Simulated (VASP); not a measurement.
Here is a VASP 6.6.1 calculation.

INCAR

```
PREC     = Accurate       # precision mode
ENCUT    = 600            # plane-wave cutoff, eV
EDIFF    = 1E-6           # SCF threshold, eV
ISMEAR   = 0              # smearing method
SIGMA    = 0.1            # smearing width, eV
LREAL    = False          # projectors in reciprocal space
LASPH    = True           # aspherical terms in the spheres
NELM     = 80             # most SCF steps
ALGO     = Normal         # electronic algorithm
ISIF     = 3              # what is computed and relaxed
LWAVE    = False          # write WAVECAR
LCHARG   = False          # write CHGCAR
GGA      = PE             # functional
IBRION   = 2              # ionic algorithm
NSW      = 100            # ionic steps
EDIFFG   = -0.01          # ionic threshold
```

The input KPOINTS:

```
Automatic mesh
0
Gamma
  8 8 12
```

Contents of POSCAR:

```
Li2F
1.0
    4.8632708891      0.0000000000      0.0000000000
    0.0000000000      4.8632708891      0.0000000000
    0.0000000000      0.0000000000      3.1324376493
Li F
4 2
Direct
    0.3060000000      0.3060000000      0.0000000000
    0.1940000000      0.8060000000      0.5000000000
    0.6940000000      0.6940000000      0.0000000000
    0.8060000000      0.1940000000      0.5000000000
    0.0000000000      0.0000000000      0.0000000000
    0.5000000000      0.5000000000      0.5000000000
```

Potentials or basis: VASP PAW PBE potentials, release 64 (Li_sv, F).

The run is started by

```sh
$ cat potpaw_PBE.64/Li_sv/POTCAR potpaw_PBE.64/F/POTCAR > POTCAR
$ mpirun -np 1 vasp_std > vasp.out
```

Q: Estimate the band gap on the k mesh.

A: Zero (bands 13 and 14 overlap by 3.09 eV).

Q: Predict the space group after relaxing (to 0.1 Å).

A: P4_2/mnm (No. 136).

Q: What does it give for the relaxed volume?

A: 14.11 Å³/atom.

Q: What does it give for the relaxed cell?

A: a = 5.490 Å, b = 5.490 Å, c = 2.809 Å, α = 90.00°, β = 90.00°, γ = 90.00°.

The path:
| step | energy change (eV) | largest force (eV/Å) | pressure (GPa) | volume (Å³) |
| --- | --- | --- | --- | --- |
| 1 | 0.0000 | 0.1295 | 1.27 | 74.09 |
| 2 | -0.1014 | 0.0607 | 0.69 | 75.11 |
| 3 | -0.2641 | 0.1376 | -0.61 | 77.86 |
| 4 | -0.2679 | 0.1712 | -0.80 | 78.29 |
| 5 | -0.2678 | 0.1655 | -0.75 | 78.21 |
| 6 | -0.2814 | 0.1558 | -0.28 | 77.20 |
| 7 | -0.2907 | 0.1222 | 0.84 | 75.35 |
| 8 | -0.3026 | 0.1035 | 0.90 | 75.85 |
| 9 | -0.3283 | 0.0195 | 1.29 | 77.35 |
| 10 | -0.2972 | 0.3087 | 2.92 | 80.37 |
| 11 | -0.3325 | 0.0412 | 1.60 | 78.03 |
| 12 | -0.3488 | 0.0107 | 0.82 | 80.41 |
| 13 | -0.3573 | 0.0265 | -0.11 | 83.65 |
| 14 | -0.3573 | 0.0278 | -0.12 | 83.77 |
| 15 | -0.3573 | 0.0299 | -0.19 | 84.00 |
| 16 | -0.3584 | 0.0267 | -0.16 | 84.35 |
| 17 | -0.3593 | 0.0151 | -0.15 | 85.32 |
| 18 | -0.3594 | 0.0183 | -0.16 | 85.07 |
| 19 | -0.3596 | 0.0013 | 0.05 | 84.65 |

Caveat: the cutoff is under 1.25 times the usual one of these potentials, so pressure, stress and relaxed cells hold a basis-set (Pulay) error.
